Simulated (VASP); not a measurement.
Ga:

```
Ga
1.0
     2.24632   -3.80479    0.00000
     2.24632    3.80479    0.00000
     0.00000    0.00000    4.49364
Ga
4
Direct
  0.34510 0.65490 0.41900
  0.15490 0.84510 0.91900
  0.65490 0.34510 0.58100
  0.84510 0.15490 0.08100
```

Program: VASP 6.6.1. Alike in all runs: task single point; no spin polarisation; cell as given; k mesh 7 × 7 × 6; cutoff (eV) 520; smearing fermi-dirac 0.05 eV.

Task: Order these runs on this cell by their pressure, lowest first.
A. level r2SCAN; potentials or basis VASP PAW PBE potentials, release 64 (Ga_d)
B. level LDA; potentials or basis VASP PAW LDA potentials, release 64 (Ga_d)
C. level PBE; potentials or basis VASP PAW PBE potentials, release 64 (Ga_d)

Result: B (-2.5 GPa), A (0.1 GPa), C (3.2 GPa).

Caveats: the PAW data sets were made with another functional, which shifts forces and pressure a little (some runs).
